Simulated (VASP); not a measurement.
## Pb: single point with PBE

Pb:

```
Pb
1.0
     5.25745    0.00000    0.00000
    -2.62873    4.55309    0.00000
     0.00000    0.00000    3.16134
Pb
3
Direct
  0.00000 0.00000 0.00000
  0.33333 0.66667 0.50000
  0.66667 0.33333 0.50000
```

```yaml
Program: VASP 6.6.1
Task: single point
Functional: PBE
Potentials_or_basis: VASP PAW PBE potentials, release 64 (Pb_d)
Cutoff: 520 eV
k_mesh: 7 × 7 × 10
Occupations: fermi-dirac, width 0.1 eV
Spin: no spin polarisation
Dipole_correction: no
Further_INCAR_settings: ALGO = Normal; EDIFF = 1e-06; NBANDS = 28
```

```json
{
  "Pressure": "16.9 GPa",
  "Band gap on the k mesh": "zero (band 21 reaches 11.83 eV, above the bottom of band 22 at 6.94 eV)"
}
```

Levels at points of the mesh, in eV from the Fermi level:
```tsv
k point	band 19	band 20	band 21	band 22	band 23	band 24
(0.00, 0.00, 0.00)	-2.80	-2.80	-2.71	-2.71	3.35	7.81
(0.00, 0.00, 0.50)	-2.21	-1.57	-0.63	-0.59	-0.59	0.80
```

Run time: 89 s on 1 thread of AMD EPYC 7R43 64-Core Processor (Zen 3) (shared host), peak memory 0.19 GiB.

Caveat: spin-orbit coupling is left out, which moves the levels of the heavy elements.
